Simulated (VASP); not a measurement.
Write the native input for VASP 6.6.1 that does the following.

```
Task                   : single point
Functional             : PBE
Potentials or basis    : VASP PAW PBE potentials, release 64 (Mg, O)
Cutoff                 : 520 eV
k mesh                 : 10 × 10 × 10
Occupations            : gaussian, width 0.05 eV
Spin                   : no spin polarisation
Dipole correction      : no
Further INCAR settings : ALGO = Normal; EDIFF = 1e-06; NBANDS = 11
```

The structure of MgO lies in POSCAR:

```
MgO
1.0
    0.0000000000      2.0737498328      2.2332690507
    2.0737498328      0.0000000000      2.2332690507
    2.0737498328      2.0737498328      0.0000000000
Mg O
1 1
Direct
    0.0000000000      0.0000000000      0.0000000000
    0.5000000000      0.5000000000      0.5000000000
```

This cell differs from its parent crystal: strain -0.025 along x and y, +0.050 along z.

The input as run:

INCAR

```
ALGO = Normal
EDIFF = 1E-6
ENCUT = 520
GGA = PE
ISIF = 2
ISMEAR = 0
LASPH = T
LCHARG = T
LELF = T
LREAL = F
LVHAR = T
LWAVE = F
NBANDS = 11
NELM = 60
PREC = Accurate
SIGMA = 0.05
```

KPOINTS

```
k-points
0
Gamma
  10 10 10
```

Potentials or basis: VASP PAW PBE potentials, release 64 (Mg, O).

The run is started by

```sh
$ cat potpaw_PBE.64/Mg/POTCAR potpaw_PBE.64/O/POTCAR > POTCAR
$ mpirun -np 1 vasp_std > vasp.out
```

Results of the run:

```json
{
  "Pressure": "1.1 GPa",
  "Band gap on the k mesh": "4.35 eV, direct"
}
```

Caveat: the cell differs from its parent crystal (strain -0.025 along x and y, +0.050 along z).

Run time: 7.3 s on 1 thread of Intel(R) Xeon(R) 6975P-C (Granite Rapids), on a shared host, peak memory 0.15 GiB.
